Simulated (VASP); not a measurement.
Set up this calculation in VASP 6.6.1, as the native input.

| Property | Result |
| --- | --- |
| Task | single point |
| Functional | PBE |
| Potentials or basis | VASP PAW PBE potentials, release 64 (In_d, Sb) |
| Cutoff | 520 eV |
| k mesh | 8 × 8 × 8 |
| Occupations | gaussian, width 0.15 eV |
| Spin | no spin polarisation |
| Dipole correction | no |
| Further INCAR settings | ALGO = Normal; EDIFF = 1e-06; NBANDS = 22 |

The structure of InSb3 lies in POSCAR:

```
InSb3
1.0
    4.6694468200      0.0000000000      0.0000000000
    0.0000000000      4.6694468200      0.0000000000
    0.0000000000      0.0000000000      4.6694468200
In Sb
1 3
Direct
    0.0000000000      0.0000000000      0.0000000000
    0.5000000000      0.0000000000      0.5000000000
    0.0000000000      0.5000000000      0.5000000000
    0.5000000000      0.5000000000      0.0000000000
```

The input as run:

INCAR

```
ALGO     = Normal         # electronic algorithm
EDIFF    = 1E-6           # SCF threshold, eV
ENCUT    = 520            # plane-wave cutoff, eV
GGA      = PE             # functional
ISIF     = 2              # what is computed and relaxed
ISMEAR   = 0              # smearing method
LASPH    = T              # aspherical terms in the spheres
LCHARG   = F              # write CHGCAR
LREAL    = F              # projectors in reciprocal space
LWAVE    = F              # write WAVECAR
NBANDS   = 22             # bands
NELM     = 80             # most SCF steps
PREC     = Accurate       # precision mode
SIGMA    = 0.15           # smearing width, eV
```

KPOINTS

```
k-points
0
Gamma
  8 8 8
```

Potentials or basis: VASP PAW PBE potentials, release 64 (In_d, Sb).

The run is started by

```bash
$ cat potpaw_PBE.64/In_d/POTCAR potpaw_PBE.64/Sb/POTCAR > POTCAR
$ mpirun -np 1 vasp_std > vasp.out
```

It gave:

```json
{"Pressure": "5.7 GPa", "Band gap on the k mesh": "zero (bands 14 and 15 overlap by 5.15 eV)"}
```

Caveat: the cell stands under pressure; spin-orbit coupling is left out, which moves the levels of the heavy elements.

Run time: 71 s on 1 thread of Intel Xeon 8259CL (shared host), peak memory 0.25 GiB.
